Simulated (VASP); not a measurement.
# CdS (wurtzite) (P6_3mc) in VASP: vibrations by perturbation theory with PBEsol

Aim: the vibrations by perturbation theory of CdS (wurtzite) with PBEsol.

Program: VASP 6.6.1. These are calculated values, not measurements. Logs are shortened: lines on timing, memory, paths and dates and some standing lists are left out, and cuts for length are marked.

### Step 1. The cell of the first run

It takes space group P6_3mc (No. 186, hexagonal). The conventional cell has a = 4.082 Å, b = 4.082 Å, c = 6.644 Å, α = 90.00°, β = 90.00°, γ = 120.00°. Cd (site symmetry 3m) has 4 S at 2.50 Å within 3.3 Å. Within 3.3 Å of S (site symmetry 3m) lie 4 Cd at 2.50 Å.

### Step 2. Vibrations by perturbation theory, PBEsol

Contents of INCAR:

```
SYSTEM = CdS
PREC = Accurate
ENCUT = 520
EDIFF = 1E-8
ISMEAR = 0
SIGMA = 0.01
LREAL = .FALSE.
LASPH = .TRUE.
NELM = 100
ALGO = Normal
ISIF = 2
LWAVE = .FALSE.
LCHARG = .FALSE.
GGA = PS
IBRION = 8
NSW = 1
```

Contents of KPOINTS:

```
Automatic mesh
0
G
  9 9 6
  0 0 0
```

Contents of POSCAR:

```
CdS
1.0
    4.0817093930      0.0000000000      0.0000000000
   -2.0408546965      3.5348640252      0.0000000000
    0.0000000000      0.0000000000      6.6437411061
Cd S
2 2
Direct
    0.3333333333      0.6666666667      0.0003007793
    0.6666666667      0.3333333333      0.5003007793
    0.3333333333      0.6666666667      0.3766992207
    0.6666666667      0.3333333333      0.8766992207
```

Potentials or basis: VASP PAW PBE potentials, release 64 (Cd, S).

Run with:

```
$ cat potpaw_PBE.64/Cd/POTCAR potpaw_PBE.64/S/POTCAR > POTCAR
$ mpirun -np 1 vasp_std > vasp.out
```

OUTCAR:

```text
SYSTEM = CdS
   PREC = Accurate
   ENCUT = 520
   EDIFF = 1E-8
   ISMEAR = 0
   LREAL = .FALSE.
   LASPH = .TRUE.
   NELM = 100
   ISIF = 2
   GGA = PS
   IBRION = 8
   NSW = 1

 ion  position               nearest neighbor table
   1  0.333  0.667  0.000-   4 2.50   4 2.50   4 2.50   3 2.50
   2  0.667  0.333  0.500-   3 2.50   3 2.50   3 2.50   4 2.50
   3  0.333  0.667  0.377-   2 2.50   2 2.50   2 2.50   1 2.50
   4  0.667  0.333  0.877-   1 2.50   1 2.50   1 2.50   2 2.50

  LATTYP: Found a hexagonal cell.
 ALAT       =     4.0817093930
 C/A-ratio  =     1.6276859684

  Lattice vectors:

 A1 = (   4.0817093930,   0.0000000000,   0.0000000000)
 A2 = (  -2.0408546965,   3.5348640252,   0.0000000000)
 A3 = (   0.0000000000,   0.0000000000,   6.6437411061)

Analysis of symmetry for initial positions (statically):
=====================================================================
 Subroutine PRICEL returns:
 Original cell was already a primitive cell.

 Routine SETGRP: Setting up the symmetry group for a
 hexagonal supercell.

 Subroutine GETGRP returns: Found 12 space group operations
 (whereof  6 operations were pure point group operations)
 out of a pool of 24 trial point group operations.

The static configuration has the point symmetry C_3v.
 The point group associated with its full space group is C_6v.

Analysis of symmetry for dynamics (positions and initial velocities):
=====================================================================
 Subroutine PRICEL returns:
 Original cell was already a primitive cell.

 Routine SETGRP: Setting up the symmetry group for a
 hexagonal supercell.

 Subroutine GETGRP returns: Found 12 space group operations
[... 794 lines left out ...]

  FREE ENERGIE OF THE ION-ELECTRON SYSTEM (eV)
  ---------------------------------------------------
  free  energy   TOTEN  =       -13.6065092938 eV

  energy  without entropy=      -13.6065092938  energy(sigma->0) =      -13.60650929

[... ionic steps 2 to 9 ...]

--------------------------------------- Ionic step       10  -------------------------------------------

------------------------ aborting loop because EDIFF is reached ----------------------------------------

[... ionic steps 11 to 11 ...]

--------------------------------------- Ionic step       12  -------------------------------------------

 Free energy of the ion-electron system (eV)
  ---------------------------------------------------
  ---------------------------------------------------
  free energy    TOTEN  =        -0.12179635 eV

  energy without entropy =       -0.12179635

------------------------ aborting loop because EDIFF is reached ----------------------------------------

 INTERNAL STRAIN TENSOR  FOR ION    3  DIRECTION 3   (eV/Angst):
 -----------------------------------------------------------------------------
     4.71361 -0.00000  0.00000
     0.00000  4.71361 -0.00000
    -0.00000 -0.00000 -9.13837

 INTERNAL STRAIN TENSOR FOR ION    4 for displacements in x,y,z  (eV/Angst):
          X           Y           Z          XY          YZ          ZX
  --------------------------------------------------------------------------------
  x     0.00000    -0.00000     0.00000     7.86179     0.00000     4.89806
  y     7.86179    -7.86179     0.00000     0.00000     4.49920     0.00000
  z     4.71361     4.71361    -9.13837     0.00000     0.00000     0.00000

 SECOND DERIVATIVES (NOT SYMMETRIZED)
 ------------------------------------
               1X          1Y          1Z          2X          2Y          2Z          3X          3Y          3Z          4X          4Y          4Z
  1X    -5.858639    0.000000   -0.000000   -0.061768    0.000000    0.000000    0.000442    0.000000    0.000000    5.919965   -0.000000   -0.000000
  1Y     0.000000   -5.858639    0.000000    0.000000   -0.061768    0.000000    0.000000    0.000442    0.000000    0.000000    5.919965    0.000000
  1Z     0.000000    0.000000   -7.319117    0.000000    0.000000    1.737327    0.000000    0.000000    4.420660    0.000000   -0.000000    1.161131
  2X    -0.061768    0.000000    0.000000   -5.858639    0.000000    0.000000    5.919965    0.000000    0.000000    0.000442    0.000000    0.000000
  2Y    -0.000000   -0.061768    0.000000   -0.000000   -5.858639   -0.000000    0.000000    5.919965   -0.000000    0.000000    0.000442    0.000000
  2Z     0.000000   -0.000000    1.737327    0.000000    0.000000   -7.319117    0.000000    0.000000    1.161131    0.000000    0.000000    4.420660
  3X    -0.018073    0.000000   -0.000000    5.900337    0.000000   -0.000000   -6.411095   -0.000000    0.000000    0.528831   -0.000000   -0.000000
  3Y     0.000000   -0.018073    0.000000    0.000000    5.900337    0.000000    0.000000   -6.411095    0.000000    0.000000    0.528831    0.000000
  3Z     0.000000    0.000000    4.398683    0.000000   -0.000000    1.149893    0.000000    0.000000   -8.329114    0.000000    0.000000    2.780537
  4X     5.900337    0.000000    0.000000   -0.018073    0.000000    0.000000    0.528831    0.000000    0.000000   -6.411095    0.000000   -0.000000
  4Y     0.000000    5.900337   -0.000000    0.000000   -0.018073   -0.000000   -0.000000    0.528831   -0.000000    0.000000   -6.411095    0.000000
  4Z     0.000000    0.000000    1.149893    0.000000    0.000000    4.398683    0.000000    0.000000    2.780537    0.000000   -0.000000   -8.329114

 Eigenvectors and eigenvalues of the dynamical matrix
 ----------------------------------------------------

   1 f  =    9.341945 THz    58.697169 2PiTHz  311.613729 cm-1    38.635161 meV
             X         Y         Z           dx          dy          dz
     -0.000000  2.356576  0.001998     0.000000   -0.000000    0.136014
      2.040855  1.178288  3.323869    -0.000000    0.000000   -0.136014
     -0.000000  2.356576  2.502692     0.000000   -0.000000   -0.693902
      2.040855  1.178288  5.824563    -0.000000    0.000000    0.693902
[... 71 lines left out ...]
  12 f/i=    0.010220 THz     0.064214 2PiTHz    0.340903 cm-1     0.042267 meV
             X         Y         Z           dx          dy          dz
     -0.000000  2.356576  0.001998     0.289235    0.552097    0.000000
      2.040855  1.178288  3.323869     0.289235    0.552097    0.000000
     -0.000000  2.356576  2.502692     0.154979    0.295827    0.000000
      2.040855  1.178288  5.824563     0.154979    0.295827    0.000000

--------------------------------------------------------------------------------------------------------

 ELASTIC MODULI CONTR FROM IONIC RELAXATION (kBar)
 Direction    XX          YY          ZZ          XY          YZ          ZX
 --------------------------------------------------------------------------------
 XX        -430.8633    164.7109    258.4501      0.0000     -0.0000     -0.0000
 YY         164.7109   -430.8633    258.4501     -0.0000      0.0000      0.0000
 ZZ         258.4501    258.4501   -501.9414     -0.0000      0.0000     -0.0000
 XY           0.0000     -0.0000     -0.0000   -297.7871     -0.0000      0.0000
 YZ           0.0000      0.0000      0.0000     -0.0000   -123.4767      0.0000
 ZX          -0.0000      0.0000     -0.0000     -0.0000      0.0000   -129.1039
 --------------------------------------------------------------------------------
```

stdout:

```text
POSCAR found type information on POSCAR CdS
 POSCAR found :  2 types and       4 ions
 scaLAPACK will be used
 -----------------------------------------------------------------------------
|                                                                             |
|                                                                             |
|     You enforced a specific xc type in the INCAR file but a different       |
|     I HOPE YOU KNOW WHAT YOU ARE DOING!                                     |
|                                                                             |
 -----------------------------------------------------------------------------

 LDA part: xc-table for (Slater+PW92), standard interpolation
 POSCAR, INCAR and KPOINTS ok, starting setup
 FFT: planning ... GRIDC
 FFT: planning ... GRID_SOFT
 FFT: planning ... GRID
 WAVECAR not read
 entering main loop
 Linear response reoptimize wavefunctions to high precision
 Linear response DOF=           4
 Linear response progress:
 first order change of Fermi-energy   0.94753E-05
 force on displaced ion       1 direction 1 :  -5.859   0.000  -0.000
 Linear response progress:
 first order change of Fermi-energy  -0.27348E+00
 force on displaced ion       1 direction 3 :   0.000  -0.000  -7.319
 Linear response progress:
 first order change of Fermi-energy  -0.40244E-04
 force on displaced ion       3 direction 1 :  -6.411   0.000   0.000
 Linear response progress:
 first order change of Fermi-energy   0.27336E+00
 force on displaced ion       3 direction 3 :   0.000  -0.000  -8.329
 Linear response finished
```

It took 16 min on 1 thread of Intel Xeon 6975P-C (Granite Rapids), shared host; peak memory 1 GiB.

What came out:

| Property | Result |
| --- | --- |
| Highest phonon frequency at Γ, LO-TO splitting left out | 312 cm⁻¹ |

Phonon frequencies in cm⁻¹ (negative: imaginary):
| q point | frequencies |
| --- | --- |
| (0.000, 0.000, 0.000) | 0 0 0 39 39 138 246 253 253 267 267 312 |

Caveat: the cell wasn't relaxed at this level first, which shifts response properties.
